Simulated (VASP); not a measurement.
# TiB2 (P6/mmm) in VASP: notebook, part 2 of 3

VASP 6.6.1. Earlier steps stand in the parts before.

## (3) Density of states, revPBE

Contents of POSCAR:

```
TiB2
1.0
    3.0292000000      0.0000000000      0.0000000000
   -1.5146000000      2.6233641531      0.0000000000
    0.0000000000      0.0000000000      3.2284000000
Ti B
1 2
Direct
    0.0000000000      0.0000000000      0.0000000000
    0.6666666667      0.3333333333      0.5000000000
    0.3333333333      0.6666666667      0.5000000000
```

Contents of INCAR.step1:

```
ALGO     = Normal         # electronic algorithm
EDIFF    = 1E-6           # SCF threshold, eV
ENCUT    = 520            # plane-wave cutoff, eV
GGA      = RE             # functional
ISIF     = 2              # what is computed and relaxed
ISMEAR   = -1             # smearing method
LASPH    = T              # aspherical terms in the spheres
LCHARG   = T              # write CHGCAR
LMAXMIX  = 4              # l up to which the mixer works
LREAL    = F              # projectors in reciprocal space
LWAVE    = F              # write WAVECAR
NBANDS   = 16             # bands
NELM     = 80             # most SCF steps
PREC     = Accurate       # precision mode
SIGMA    = 0.05           # smearing width, eV
```

Contents of KPOINTS.step1:

```
k-points
0
Gamma
  6 6 5
```

Contents of INCAR.step2:

```
ALGO     = Normal         # electronic algorithm
EDIFF    = 1E-6           # SCF threshold, eV
ENCUT    = 520            # plane-wave cutoff, eV
GGA      = RE             # functional
ICHARG   = 11             # starting density
ISIF     = 2              # what is computed and relaxed
ISMEAR   = -5             # smearing method
LASPH    = T              # aspherical terms in the spheres
LCHARG   = F              # write CHGCAR
LMAXMIX  = 4              # l up to which the mixer works
LORBIT   = 11             # projections on sites
LREAL    = F              # projectors in reciprocal space
LWAVE    = F              # write WAVECAR
NEDOS    = 2001           # points of the DOS
NELM     = 80             # most SCF steps
PREC     = Accurate       # precision mode
SIGMA    = 0.05           # smearing width, eV
```

Contents of KPOINTS.step2:

```
k-points
0
Gamma
  9 9 8
```

Potentials or basis: VASP PAW PBE potentials, release 64 (Ti_sv, B).

Launch:

```console
$ cat potpaw_PBE.64/Ti_sv/POTCAR potpaw_PBE.64/B/POTCAR > POTCAR
$ cp INCAR.step1 INCAR
$ cp KPOINTS.step1 KPOINTS
$ mpirun -np 1 vasp_std > vasp.out
$ cp INCAR.step2 INCAR
$ cp KPOINTS.step2 KPOINTS
$ mpirun -np 1 vasp_std > vasp.out
```

It took 36 s on 1 thread of AMD EPYC 7R13, shared host; peak memory 0.12 GiB.

Results (log left out):

```yaml
Valence_electrons_inside_the_program's_atomic_spheres: Ti 10.41; B 2.02
```

Levels at points of the mesh, in eV from the Fermi level:
```
           k point  band 5  band 6  band 7  band 8  band 9  band 10  band 11  band 12  band 13
(0.00, 0.00, 0.00)  -13.66   -2.69   -2.69   -2.44   -2.22     1.79     1.79     3.58     3.58
(0.00, 0.00, 0.50)  -11.75   -7.72   -0.65   -0.65   -0.28    -0.28     0.36     0.36     1.54
```

Caveat: the k points lie up to 0.40 Å⁻¹ apart; the PAW data sets were made with another functional, which shifts forces and pressure a little; tetrahedron occupations give inexact forces and stress in metals.

## (4) Density of states, BLYP

POSCAR is that of step 3.

Contents of INCAR.step1:

```
PREC = Accurate
ENCUT = 520
EDIFF = 1E-7
ISMEAR = -1
SIGMA = 0.05
LREAL = F
LASPH = T
NELM = 80
ALGO = Normal
ISIF = 2
LWAVE = F
LCHARG = T
LMAXMIX = 4
GGA = B5
ALDAX = 1.0
AGGAX = 1.0
AGGAC = 1.0
ALDAC = 0.0
NBANDS = 16
```

Contents of KPOINTS.step1:

```
regular mesh
0
Gamma
  6 6 5
```

Contents of INCAR.step2:

```
PREC = Accurate
ENCUT = 520
EDIFF = 1E-7
ISMEAR = -5
SIGMA = 0.05
LREAL = F
LASPH = T
NELM = 80
ALGO = Normal
ISIF = 2
LWAVE = F
LCHARG = F
LMAXMIX = 4
GGA = B5
ALDAX = 1.0
AGGAX = 1.0
AGGAC = 1.0
ALDAC = 0.0
LORBIT = 10
NBANDS = 16
NEDOS = 1001
ICHARG = 11
```

Contents of KPOINTS.step2:

```
regular mesh
0
Gamma
  9 9 8
```

Potentials or basis: VASP PAW PBE potentials, release 64 (Ti_sv, B).

Launch:

```console
$ cat potpaw_PBE.64/Ti_sv/POTCAR potpaw_PBE.64/B/POTCAR > POTCAR
$ cp INCAR.step1 INCAR
$ cp KPOINTS.step1 KPOINTS
$ mpirun -np 1 vasp_std > vasp.out
$ cp INCAR.step2 INCAR
$ cp KPOINTS.step2 KPOINTS
$ mpirun -np 1 vasp_std > vasp.out
```

OUTCAR:

```text
PREC = Accurate
   ENCUT = 520
   EDIFF = 1E-7
   ISMEAR = -5
   LREAL = F
   LASPH = T
   NELM = 80
   ISIF = 2
   GGA = B5
   LORBIT = 10
   ICHARG = 11

 ion  position               nearest neighbor table
   1  0.000  0.000  0.000-   2 2.38   3 2.38   2 2.38   3 2.38   3 2.38   3 2.38   2 2.38   2 2.38
                             2 2.38   2 2.38   3 2.38   3 2.38
   2  0.667  0.333  0.500-   3 1.75   3 1.75   3 1.75   1 2.38   1 2.38   1 2.38   1 2.38   1 2.38
                             1 2.38
   3  0.333  0.667  0.500-   2 1.75   2 1.75   2 1.75   1 2.38   1 2.38   1 2.38   1 2.38   1 2.38
                             1 2.38

  LATTYP: Found a hexagonal cell.
 ALAT       =     3.0292000000
 C/A-ratio  =     1.0657599366

  Lattice vectors:

 A1 = (   3.0292000000,   0.0000000000,   0.0000000000)
 A2 = (  -1.5146000000,   2.6233641531,   0.0000000000)
 A3 = (   0.0000000000,   0.0000000000,   3.2284000000)

Analysis of symmetry for initial positions (statically):
=====================================================================
 Subroutine PRICEL returns:
 Original cell was already a primitive cell.

 Routine SETGRP: Setting up the symmetry group for a
 hexagonal supercell.

 Subroutine GETGRP returns: Found 24 space group operations
 (whereof 24 operations were pure point group operations)
 out of a pool of 24 trial point group operations.

The static configuration has the point symmetry D_6h.

Analysis of symmetry for dynamics (positions and initial velocities):
=====================================================================
 Subroutine PRICEL returns:
 Original cell was already a primitive cell.

 Routine SETGRP: Setting up the symmetry group for a
 hexagonal supercell.

 Subroutine GETGRP returns: Found 24 space group operations
[... 127 lines left out ...]
     AMIX_MAG =   1.60;   BMIX_MAG =  1.00
  volume/ion in A,a.u.               =       8.55        57.71
  Fermi-wavevector in a.u.,A,eV,Ry     =   1.454703  2.748990 28.792122  2.116161
  Thomas-Fermi vector in A             =   2.571823
   LORBIT       =     10    0 simple, 1 ext, 2 COOP (PROOUT), +10 PAW based schemes
   GGA     = B5    functional components
   LHFCALC =     F    Hartree Fock is set to
   AEXX    =    0.0000 exact exchange contribution
   IVDW    =     0    specifies the selected vdW correction
   LEPSILON=     F    determine dielectric tensor
   LRPA    =     F    only Hartree local field effects (RPA)
 non-spin polarized calculation
 Fermi weights with tetrahedron method with Bloechl corrections
  energy-cutoff  :      520.00
  volume of cell :       25.66
 maximum number of plane-waves:       721
 NGX is ok and might be reduce to    24

 number of electron      18.0000002 magnetization

 Free energy of the ion-electron system (eV)
  ---------------------------------------------------
  ext. energy  EPLUGINS =         0.00000000
  ---------------------------------------------------
  free energy    TOTEN  =       -21.72651584 eV

  energy without entropy =      -21.72651584  energy(sigma->0) =      -21.72651584

 E-fermi :  10.5219     XC(G=0): -12.1362

 val. band max:       10.8074855267   @ k =   0.0000   0.0000   0.2500
 cond. band min:      10.2527718901   @ k =   0.0000   0.0000   0.5000
 fundamental gap:     -0.5547136367
 Fermi energy:        10.5219457039

 k-point     1 :       0.0000    0.0000    0.0000
  band No.  band energies     occupation
      1     -46.4031      2.00000
      2     -22.9285      2.00000
      3     -22.5853      2.00000
      4     -22.5853      2.00000
      5      -2.9117      2.00000
      6       7.8022      2.00000
[... 433 lines left out ...]
      3     -22.8575      2.00000
      4     -22.8575      2.00000
      5       2.1395      2.00000
      6       2.1395      2.00000
[... 8 lines left out ...]
     15      21.0011      0.00000
     16      21.0011      0.00000

 [... further k-points ...]
[... 5 lines left out ...]
  --------------------------------------------------------------------------------------
  -------------------------------------------------------------------------------------
  Total        1.0014487      1.0014487      1.3141854      0.0000000      0.0000000      0.0000000
  in kB       62.5410857     62.5410857     82.0716862      0.0000000      0.0000000      0.0000000
  external PRESSURE =      69.0512859 kB  Pullay stress =       0.0000000 kB

 VOLUME and BASIS-vectors are now :
 -----------------------------------------------------------------------------
  energy-cutoff  :      520.00
  volume of cell :       25.66
      direct lattice vectors                 reciprocal lattice vectors
     3.029200000  0.000000000  0.000000000     0.330120164  0.190594965  0.000000000
    -1.514600000  2.623364153  0.000000000     0.000000000  0.381189931  0.000000000
     0.000000000  0.000000000  3.228400000     0.000000000  0.000000000  0.309750960

 POSITION                                       TOTAL-FORCE (eV/Angst)
 -----------------------------------------------------------------------------------
      0.00000      0.00000      0.00000         0.000000     -0.000000      0.000000
      1.51460      0.87445      1.61420        -0.000000      0.000000      0.000000
     -0.00000      1.74891      1.61420         0.000000     -0.000000      0.000000
 -----------------------------------------------------------------------------------
    total drift:                                0.000000     -0.000000     -0.000000

  FREE ENERGIE OF THE ION-ELECTRON SYSTEM (eV)
  ---------------------------------------------------
  free  energy   TOTEN  =       -21.7265158447 eV

  energy  without entropy=      -21.7265158447  energy(sigma->0) =      -21.72651584

 total charge

# of ion       s       p       d       tot
------------------------------------------
    1        2.174   6.205   2.070  10.448
    2        0.691   1.345   0.000   2.036
    3        0.691   1.345   0.000   2.036
--------------------------------------------------
tot          3.555   8.895   2.070  14.520
```

OUTCAR.step1:

```text
PREC = Accurate
   ENCUT = 520
   EDIFF = 1E-7
   ISMEAR = -1
   LREAL = F
   LASPH = T
[... 621 lines left out ...]
      0.00000      0.00000      0.00000        -0.000000      0.000000     -0.000000
      1.51460      0.87445      1.61420         0.000000     -0.000000     -0.000000
     -0.00000      1.74891      1.61420        -0.000000      0.000000      0.000000
 -----------------------------------------------------------------------------------
    total drift:                               -0.000000      0.000000      0.000000

  FREE ENERGIE OF THE ION-ELECTRON SYSTEM (eV)
  ---------------------------------------------------
  free  energy   TOTEN  =       -21.6954801143 eV

  energy  without entropy=      -21.6892098180  energy(sigma->0) =      -21.69234497
```

It took 57 s on 1 thread of AMD EPYC 7R13, shared host; peak memory 0.12 GiB.

What came out:

```
Valence electrons inside the program's atomic spheres : Ti 10.45; B 2.04
```

Caveat: the k points lie up to 0.40 Å⁻¹ apart; the PAW data sets were made with another functional, which shifts forces and pressure a little; tetrahedron occupations give inexact forces and stress in metals.

[end of part 2 of 3]
